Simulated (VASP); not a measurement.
A run of VASP 6.6.1:

INCAR

```
SYSTEM = Li4NbO4
ALGO = Normal ; EDIFF = 1E-6
ENCUT = 520 ; GGA = PS
ISIF = 2 ; ISMEAR = 0
LASPH = .TRUE. ; LCHARG = .TRUE.
LELF = .TRUE. ; LREAL = .FALSE.
LVHAR = .TRUE. ; LWAVE = .FALSE.
NBANDS = 34 ; NELM = 60
PREC = Accurate ; SIGMA = 0.05
```

The input KPOINTS:

```
k-points
0
G
  10 10 10
  0 0 0
```

POSCAR

```
Li4NbO4
1.0
   -3.8119495391      3.8119495391      1.6301049253
    3.8119495391     -3.8119495391      1.6301049253
    3.8119495391      3.8119495391     -1.6301049253
Li Nb O
4 1 4
Direct
    0.4138386208      0.0776443859      0.4914830067
    0.8426719780      0.3341549847      0.1768269627
    0.1573280220      0.6658450153      0.8231730373
    0.6658450153      0.8426719780      0.5085169933
    0.0000000000      0.0000000000      0.0000000000
    0.7589255465      0.0797104317      0.8386359782
    0.9202895683      0.7589255465      0.6792151148
    0.0797104317      0.2410744535      0.3207848852
    0.2410744535      0.9202895683      0.1613640218
```

Potentials or basis: VASP PAW PBE potentials, release 64 (Li_sv, Nb_sv, O).

Launch:

```bash
$ cat potpaw_PBE.64/Li_sv/POTCAR potpaw_PBE.64/Nb_sv/POTCAR potpaw_PBE.64/O/POTCAR > POTCAR
$ mpirun -np 1 vasp_std > vasp.out
```

Hardware: 1 thread of Oxide Virtual Turin-like Processor, on a shared host.

Question: How long does it take, and how much memory?

Answer: Wall time 31 min on 1 thread of Oxide Virtual Turin-like Processor (shared host), peak memory 0.77 GiB. Counts: scf iterations 15, k points 282.
